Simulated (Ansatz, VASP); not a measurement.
**WSe2: VASP beside Ansatz**

INCAR

```
SYSTEM = WSe2
PREC = Accurate ; ENCUT = 520
EDIFF = 1E-6 ; ISMEAR = 0
SIGMA = 0.05 ; LREAL = .False.
LASPH = .True. ; NELM = 80
ALGO = Normal ; ISIF = 2
LWAVE = .False. ; LCHARG = .False.
GGA = PS ; NBANDS = 20
```

KPOINTS

```
Automatic mesh
0
Gamma
  12 12 2
  0 0 0
```

File POSCAR:

```
WSe2
1.0
    3.3683602588      0.0000000000      0.0000000000
   -1.6841801294      2.9170855532      0.0000000000
    0.0000000000      0.0000000000     16.1613805619
W Se
1 2
Direct
    0.0000000000      0.0000000000      0.0000000000
    0.3333333333      0.6666666667      0.1003992715
    0.3333333333      0.6666666667      0.8996007285
```

Input for Ansatz:

```yaml
crystal:
  lattice:
    - [3.3683602588, 0.0, 0.0]
    - [-1.6841801294, 2.9170855532, 0.0]
    - [0.0, 0.0, 16.1613805619]
  atoms:
    - { symbol: W, position: [0.0, 0.0, 0.0] }
    - { symbol: Se, position: [0.3333333333, 0.6666666667, 0.1003992715] }
    - { symbol: Se, position: [0.3333333333, 0.6666666667, 0.8996007285] }
basis:
  ecutwfc: 420
kpoints:
  mp_grid: { grid: [12, 12, 2] }
hamiltonian:
  xc: pbesol
scf:
  occupations: { method: gaussian, width: 0.05 }
output:
  forces: true
  stress: true
  eigenvalues: true
```

Change from the starting cell: strain +0.030 along x and y, -0.030 along z, atoms carried along.

Alike in both runs: task single point; functional PBEsol; k mesh 12 × 12 × 2; occupations gaussian, width 0.05 eV; no spin polarisation.

|  | VASP | Ansatz |
| --- | --- | --- |
| version | VASP 6.6.1 | Ansatz 0.2.0 |
| potentials or method | VASP PAW PBE potentials, release 64 (W_sv, Se), cutoff 520 eV | scalar-relativistic, plane waves, PAW |
| valence electrons in the cell | 26 | 46 |

Ansatz gave:

| Property | Result |
| --- | --- |
| gap on the k mesh at the Fermi level (eV) | 1.30 |
| least direct gap on the mesh (eV) | 1.30 |
| rms of the force components (eV/Å) | 0.119 |

What did VASP give for the same quantities?

gap on the k mesh at the Fermi level (eV): 1.29; least direct gap on the mesh (eV): 1.30; rms of the force components (eV/Å): 0.146.

VASP's potentials were made for PBE, not for PBEsol. Atom by atom the forces differ by 0.027 eV/Å (rms over components). With one functional, cell and mesh, what is left measures potentials, basis and numerics. VASP's potentials hold 26 valence electrons a cell and Ansatz's 46, so a difference there can come from the potentials and not from the codes.

Neither program's run includes spin-orbit coupling.
